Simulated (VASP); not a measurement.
# SiO2 (R-3m) in VASP: electric field gradients with PBE

Aim: the electric field gradients of SiO2 with PBE.

Program: VASP 6.6.1. These are calculated values, not measurements. Logs are shortened: lines on timing, memory, paths and dates and some standing lists are left out, and cuts for length are marked.

## 1. The cell of the first run

Symmetry: R-3m, No. 166, trigonal system. Conventional cell: a = 13.597 Å, b = 13.597 Å, c = 14.836 Å, α = 90.00°, β = 90.00°, γ = 120.00°. Si (site symmetry 1) has 4 O at 1.61 to 1.63 Å within 2.1 Å. O (site symmetry 2) has 2 Si at 1.62 Å within 2.2 Å. O (site symmetry m) has 2 Si at 1.63 Å within 2.2 Å. Within 2.1 Å of O (site symmetry m) lie 2 Si at 1.61 Å. O (site symmetry 2) has 2 Si at 1.61 Å within 2.1 Å.

## 2. Electric field gradients, PBE

INCAR

```
SYSTEM = SiO2
PREC = Accurate
ENCUT = 520
EDIFF = 1E-8
ISMEAR = -1
SIGMA = 0.02
LREAL = Auto
LASPH = .True.
NELM = 100
ALGO = Normal
ISIF = 2
LWAVE = .False.
LCHARG = .False.
GGA = PE
LEFG = .True.
NBANDS = 120
```

KPOINTS

```
Automatic mesh
0
Gamma
  3 3 3
  0 0 0
```

POSCAR

```
SiO2
1.0
    6.7984988707      3.9251151531      4.9453227949
   -6.7984988707      3.9251151531      4.9453227949
    0.0000000000     -7.8502303062      4.9453227949
Si O
12 24
Direct
    0.3342762193      0.1054204825      0.8752381862
    0.1054204825      0.8752381862      0.3342762193
    0.8752381862      0.3342762193      0.1054204825
    0.1247618138      0.8945795175      0.6657237807
    0.8945795175      0.6657237807      0.1247618138
    0.6657237807      0.1247618138      0.8945795175
    0.6657237807      0.8945795175      0.1247618138
    0.8945795175      0.1247618138      0.6657237807
    0.1247618138      0.6657237807      0.8945795175
    0.8752381862      0.1054204825      0.3342762193
    0.1054204825      0.3342762193      0.8752381862
    0.3342762193      0.8752381862      0.1054204825
    0.2631181805      0.0000000000      0.7368818195
    0.0000000000      0.7368818195      0.2631181805
    0.7368818195      0.2631181805      0.0000000000
    0.7368818195      0.0000000000      0.2631181805
    0.0000000000      0.2631181805      0.7368818195
    0.2631181805      0.7368818195      0.0000000000
    0.6744800195      0.9761431857      0.9761431857
    0.9761431857      0.9761431857      0.6744800195
    0.9761431857      0.6744800195      0.9761431857
    0.0238568143      0.0238568143      0.3255199805
    0.0238568143      0.3255199805      0.0238568143
    0.3255199805      0.0238568143      0.0238568143
    0.2518120148      0.8933184751      0.2518120148
    0.2518120148      0.2518120148      0.8933184751
    0.8933184751      0.2518120148      0.2518120148
    0.1066815249      0.7481879852      0.7481879852
    0.7481879852      0.1066815249      0.7481879852
    0.7481879852      0.7481879852      0.1066815249
    0.5000000000      0.8469655168      0.1530344832
    0.1530344832      0.5000000000      0.8469655168
    0.8469655168      0.1530344832      0.5000000000
    0.5000000000      0.1530344832      0.8469655168
    0.8469655168      0.5000000000      0.1530344832
    0.1530344832      0.8469655168      0.5000000000
```

Potentials or basis: VASP PAW PBE potentials, release 64 (Si, O).

Command:

```
cat potpaw_PBE.64/Si/POTCAR potpaw_PBE.64/O/POTCAR > POTCAR
mpirun -np 1 vasp_std > vasp.out
```

OUTCAR:

```text
SYSTEM = SiO2
   PREC = Accurate
   ENCUT = 520
   EDIFF = 1E-8
   ISMEAR = -1
   LREAL = Auto
   LASPH = .True.
   NELM = 100
   ISIF = 2
   GGA = PE

 ion  position               nearest neighbor table
   1  0.334  0.105  0.875-  26 1.61  34 1.61  13 1.62  24 1.63   6 3.06  11 3.11   4 3.11  12 3.13

   2  0.105  0.875  0.334-  25 1.61  36 1.61  14 1.62  22 1.63   4 3.06  12 3.11   5 3.11  10 3.13

   3  0.875  0.334  0.105-  27 1.61  35 1.61  15 1.62  23 1.63   5 3.06  10 3.11   6 3.11  11 3.13
[... 41 lines left out ...]
  35  0.847  0.500  0.153-   3 1.61   5 1.61
  36  0.153  0.847  0.500-   2 1.61   4 1.61

  LATTYP: Found a trigonal (rhomboedric) cell.
 ALAT       =     9.2780565533
 COS(alpha) =    -0.0738460510

  Lattice vectors:

 A1 = (   6.7984988707,   3.9251151531,   4.9453227949)
 A2 = (  -6.7984988707,   3.9251151531,   4.9453227949)
 A3 = (   0.0000000000,  -7.8502303062,   4.9453227949)

Analysis of symmetry for initial positions (statically):
=====================================================================
 Subroutine PRICEL returns:
 Original cell was already a primitive cell.

 Routine SETGRP: Setting up the symmetry group for a
 trigonal (rhombohedral) supercell.

 Subroutine GETGRP returns: Found 12 space group operations
 (whereof 12 operations were pure point group operations)
 out of a pool of 12 trial point group operations.

The static configuration has the point symmetry D_3d.

Analysis of symmetry for dynamics (positions and initial velocities):
=====================================================================
 Subroutine PRICEL returns:
 Original cell was already a primitive cell.

 Routine SETGRP: Setting up the symmetry group for a
 trigonal (rhombohedral) supercell.

 Subroutine GETGRP returns: Found 12 space group operations
 (whereof 12 operations were pure point group operations)
 out of a pool of 12 trial point group operations.

The dynamic configuration has the point symmetry D_3d.

 Subroutine INISYM returns: Found 12 space group operations
 (whereof 12 operations are pure point group operations),
 and found     1 'primitive' translations

----------------------------------------------------------------------------------------

                                     Primitive cell

  volume of cell :     791.7924

  direct lattice vectors                    reciprocal lattice vectors
     6.798498871  3.925115153  4.945322795     0.073545647  0.042461599  0.067403756
    -6.798498871  3.925115153  4.945322795    -0.073545647  0.042461599  0.067403756
     0.000000000 -7.850230306  4.945322795     0.000000000 -0.084923199  0.067403756

  length of vectors
     9.278056553  9.278056553  9.278056553     0.108421474  0.108421474  0.108421474

  position of ions in fractional coordinates (direct lattice)
     0.334276219  0.105420483  0.875238186
     0.105420483  0.875238186  0.334276219
     0.875238186  0.334276219  0.105420483
     0.124761814  0.894579517  0.665723781
     0.894579517  0.665723781  0.124761814
     0.665723781  0.124761814  0.894579517
[... 28 lines left out ...]
     0.846965517  0.500000000  0.153034483
     0.153034483  0.846965517  0.500000000

  ion indices of the primitive-cell ions
   primitive index   ion index
                 1           1
                 2           2
                 3           3
                 4           4
                 5           5
                 6           6
[... 28 lines left out ...]
                35          35
                36          36

----------------------------------------------------------------------------------------

 KPOINTS: Automatic mesh

Automatic generation of k-mesh.
 Grid dimensions read from file:
 generate k-points for:    3    3    3
[... 46 lines left out ...]
   LREAL  =      T    real-space projection
   EDIFFG = 0.1E-06   stopping-criterion for IOM
   NSW    =      0    number of steps for IOM
   IBRION =     -1    ionic relax: 0-MD 1-quasi-New 2-CG
   NFREE  =      0    steps in history (QN), initial steepest desc. (CG)
   ISIF   =      2    stress and relaxation
   ISYM   =      2    0-nonsym 1-usesym 2-fastsym
   POTIM  = 0.5000    time-step for ionic-motion
   TEBEG  =    0.0;   TEEND  =   0.0 temperature during run
   PSTRESS=    0.0 pullay stress
   NELECT =     192.0000    total number of electrons
   NUPDOWN=      -1.0000    fix difference up-down
   EMIN   =  10.00;   EMAX   =-10.00  energy-range for DOS
   EFERMI =   0.00;   METHOD = LEGACY
   ISMEAR =    -1;   SIGMA  =   0.02  broadening in eV -4-tet -1-fermi 0-gaus
   EFERMI_NEDOS =   21; number of points for ismear=-14 and -15
   IALGO  =     38    algorithm
   IMIX   =      4    mixing-type and parameters
     AMIX     =   0.40;   BMIX     =  1.00
     AMIX_MAG =   1.60;   BMIX_MAG =  1.00
  volume/ion in A,a.u.               =      21.99       148.42
  Fermi-wavevector in a.u.,A,eV,Ry     =   1.020872  1.929169 14.179726  1.042180
  Thomas-Fermi vector in A             =   2.154466
   LORBIT       =      0    0 simple, 1 ext, 2 COOP (PROOUT), +10 PAW based schemes
   GGA     = PE    functional components
   LHFCALC =     F    Hartree Fock is set to
   AEXX    =    0.0000 exact exchange contribution
   IVDW    =     0    specifies the selected vdW correction
   LEPSILON=     F    determine dielectric tensor
   LRPA    =     F    only Hartree local field effects (RPA)
 non-spin polarized calculation
  energy-cutoff  :      520.00
  volume of cell :      791.79
 maximum number of plane-waves:     21427
 NGX is ok and might be reduce to    70
   NGX = 35   NGY = 35   NGZ = 35

 number of electron     191.9999998 magnetization

 Free energy of the ion-electron system (eV)
  ---------------------------------------------------
  ext. energy  EPLUGINS =         0.00000000
  ---------------------------------------------------
  free energy    TOTEN  =      -284.43754073 eV

  energy without entropy =     -284.43754073  energy(sigma->0) =     -284.43754073

 E-fermi :  -2.2101     XC(G=0):  -6.0973

 val. band max:       -2.7662003715   @ k =  -0.3333   0.3333   0.3333
 cond. band min:       3.0095105506   @ k =   0.0000   0.0000   0.0000
 fundamental gap:      5.7757109221
 Fermi energy:        -2.2100771105

 k-point     1 :       0.0000    0.0000    0.0000
  band No.  band energies     occupation
      1     -22.0544      2.00000
      2     -21.5691      2.00000
      3     -21.5691      2.00000
      4     -21.4200      2.00000
      5     -21.4200      2.00000
      6     -21.1296      2.00000
[... 655 lines left out ...]
    107       6.4360      0.00000
    108       6.4361      0.00000
 [bands above 108 left out]

------------------------ aborting loop because EDIFF is reached ----------------------------------------

  FORCE on cell =-STRESS in cart. coord.  units (eV):
  Direction    XX          YY          ZZ          XY          YZ          ZX
  --------------------------------------------------------------------------------------
  -------------------------------------------------------------------------------------
  Total        8.7018641      8.7018641      6.8474146      0.0000000      0.0000000     -0.0000000
  in kB       17.6080617     17.6080617     13.8556172      0.0000000      0.0000000     -0.0000000
  external PRESSURE =      16.3572469 kB  Pullay stress =       0.0000000 kB

 VOLUME and BASIS-vectors are now :
 -----------------------------------------------------------------------------
  energy-cutoff  :      520.00
  volume of cell :      791.79
      direct lattice vectors                 reciprocal lattice vectors
     6.798498871  3.925115153  4.945322795     0.073545647  0.042461599  0.067403756
    -6.798498871  3.925115153  4.945322795    -0.073545647  0.042461599  0.067403756
     0.000000000 -7.850230306  4.945322795     0.000000000 -0.084923199  0.067403756

 POSITION                                       TOTAL-FORCE (eV/Angst)
 -----------------------------------------------------------------------------------
      1.55588     -5.14496      6.50278        -0.024549      0.028295      0.029611
     -5.23360      1.22505      6.50278         0.036779      0.007113      0.029611
      3.67773      3.91991      6.50278        -0.012230     -0.035408      0.029611
     -5.23360     -1.22505      8.33319         0.036779     -0.007113     -0.029611
      1.55588      5.14496      8.33319        -0.024549     -0.028295     -0.029611
      3.67773     -3.91991      8.33319        -0.012230      0.035408     -0.029611
[... 28 lines left out ...]
      2.35884      4.08564      7.41798         0.003765      0.006522     -0.000000
     -4.71769      0.00000      7.41798        -0.007531     -0.000000      0.000000
 -----------------------------------------------------------------------------------
    total drift:                               -0.000000      0.000000      0.000000

  FREE ENERGIE OF THE ION-ELECTRON SYSTEM (eV)
  ---------------------------------------------------
  free  energy   TOTEN  =      -284.4375407329 eV

  energy  without entropy=     -284.4375407329  energy(sigma->0) =     -284.43754073

 Electric field gradients (V/A^2)
---------------------------------------------------------------------
 ion       V_xx      V_yy      V_zz      V_xy      V_xz      V_yz
---------------------------------------------------------------------
   1      -5.698     5.852    -0.154    -0.827    -4.120    -5.367
   2       3.680    -3.526    -0.154    -4.588    -2.588     6.252
   3       2.248    -2.095    -0.154     5.414     6.708    -0.885
   4       3.680    -3.526    -0.154     4.588     2.588     6.252
   5      -5.698     5.852    -0.154     0.827     4.120    -5.367
   6       2.248    -2.095    -0.154    -5.414    -6.708    -0.885
[... 28 lines left out ...]
  35      18.219   -15.997    -2.222   -29.632   -60.234    34.776
  36     -33.105    35.327    -2.222    -0.000     0.000   -69.553
---------------------------------------------------------------------

 Electric field gradients after diagonalization (V/A^2)
 (convention: |V_zz| > |V_xx| > |V_yy|)
----------------------------------------------------------------------
 ion       V_xx      V_yy      V_zz     asymmetry (V_yy - V_xx)/ V_zz
----------------------------------------------------------------------
   1      -8.718    -0.420     9.137       0.908
   2      -8.718    -0.420     9.137       0.908
   3      -8.718    -0.420     9.137       0.908
   4      -8.718    -0.420     9.137       0.908
   5      -8.718    -0.420     9.137       0.908
   6      -8.718    -0.420     9.137       0.908
[... 28 lines left out ...]
  35     -55.489   -33.105    88.595       0.253
  36     -55.489   -33.105    88.595       0.253
----------------------------------------------------------------------

           NMR quadrupolar parameters

 Cq : quadrupolar parameter    Cq=e*Q*V_zz/h
 eta: asymmetry parameters     (V_yy - V_xx)/ V_zz
 Q  : nuclear electric quadrupole moment in mb (millibarn)
----------------------------------------------------------------------
 ion       Cq(MHz)       eta       Q (mb)
----------------------------------------------------------------------
   1       0.022       0.908       1.000
   2       0.022       0.908       1.000
   3       0.022       0.908       1.000
   4       0.022       0.908       1.000
   5       0.022       0.908       1.000
   6       0.022       0.908       1.000
[... 28 lines left out ...]
  35       0.214       0.253       1.000
  36       0.214       0.253       1.000
----------------------------------------------------------------------
```

Wall time 28 min (1 thread of Intel Xeon Platinum 8259CL at 2.50GHz (Skylake/Cascade Lake), shared host); peak memory 0.86 GiB.

What came out:

```yaml
Free_energy: -284.4375 eV
Pressure: 1.6 GPa
Largest_force: 0.048 eV/Å
Band_gap_on_the_k_mesh: 5.78 eV (least direct gap 5.81 eV)
Largest_electric_field_gradient_by_atom: Si +9.1; O +90.1, +91.3, +88.6 (each value once) V/Å²
```

Forces in eV/Å, atoms in the order of the input:
```
Si  -0.025  0.028  0.030
Si   0.037  0.007  0.030
Si  -0.012 -0.035  0.030
Si   0.037 -0.007 -0.030
Si  -0.025 -0.028 -0.030
Si  -0.012  0.035 -0.030
Si   0.025 -0.028 -0.030
Si  -0.037 -0.007 -0.030
Si   0.012  0.035 -0.030
Si  -0.037  0.007  0.030
Si   0.025  0.028  0.030
Si   0.012 -0.035  0.030
O   -0.005 -0.009  0.000
O   -0.005  0.009  0.000
O    0.010  0.000  0.000
O    0.005  0.009  0.000
O    0.005 -0.009  0.000
O   -0.010  0.000  0.000
O   -0.011 -0.006  0.011
O    0.000  0.013  0.011
O    0.011 -0.006  0.011
O    0.000 -0.013 -0.011
O   -0.011  0.006 -0.011
O    0.011  0.006 -0.011
O   -0.010  0.006 -0.015
O    0.000 -0.012 -0.015
O    0.010  0.006 -0.015
O   -0.010 -0.006  0.015
O    0.010 -0.006  0.015
O    0.000  0.012  0.015
O   -0.004  0.007  0.000
O   -0.004 -0.007  0.000
O    0.008  0.000  0.000
O    0.004 -0.007  0.000
O    0.004  0.007  0.000
O   -0.008  0.000  0.000
```

Stress tensor (GPa, compression positive):
```
1.76 0.00 0.00
0.00 1.76 0.00
0.00 0.00 1.39
```

Electric field gradients, principal values (V/Å²):
| atom | least | middle | greatest (by size) |
| --- | --- | --- | --- |
| 1 Si | -0.420 | -8.718 | 9.137 |
| 2 Si | -0.420 | -8.718 | 9.137 |
| 3 Si | -0.420 | -8.718 | 9.137 |
| 4 Si | -0.420 | -8.718 | 9.137 |
| 5 Si | -0.420 | -8.718 | 9.137 |
| 6 Si | -0.420 | -8.718 | 9.137 |
| 7 Si | -0.420 | -8.718 | 9.137 |
| 8 Si | -0.420 | -8.718 | 9.137 |
| 9 Si | -0.420 | -8.718 | 9.137 |
| 10 Si | -0.420 | -8.718 | 9.137 |
| 11 Si | -0.420 | -8.718 | 9.137 |
| 12 Si | -0.420 | -8.718 | 9.137 |
| 13 O | -37.392 | -52.683 | 90.075 |
| 14 O | -37.392 | -52.683 | 90.075 |
| 15 O | -37.392 | -52.683 | 90.075 |
| 16 O | -37.392 | -52.683 | 90.075 |
| 17 O | -37.392 | -52.683 | 90.075 |
| 18 O | -37.392 | -52.683 | 90.075 |
| 19 O | -40.848 | -49.262 | 90.109 |
| 20 O | -40.848 | -49.262 | 90.109 |
| 21 O | -40.848 | -49.262 | 90.109 |
| 22 O | -40.848 | -49.262 | 90.109 |
| 23 O | -40.848 | -49.262 | 90.109 |
| 24 O | -40.848 | -49.262 | 90.109 |
| 25 O | -36.991 | -54.264 | 91.254 |
| 26 O | -36.991 | -54.264 | 91.254 |
| 27 O | -36.991 | -54.264 | 91.254 |
| 28 O | -36.991 | -54.264 | 91.254 |
| 29 O | -36.991 | -54.264 | 91.254 |
| 30 O | -36.991 | -54.264 | 91.254 |
| 31 O | -33.105 | -55.489 | 88.595 |
| 32 O | -33.105 | -55.489 | 88.595 |
| 33 O | -33.105 | -55.489 | 88.595 |
| 34 O | -33.105 | -55.489 | 88.595 |
| 35 O | -33.105 | -55.489 | 88.595 |
| 36 O | -33.105 | -55.489 | 88.595 |

Caveat: without QUAD_EFG the Cq values of the log hold for a quadrupole moment of 1 mb, not for the nuclei.
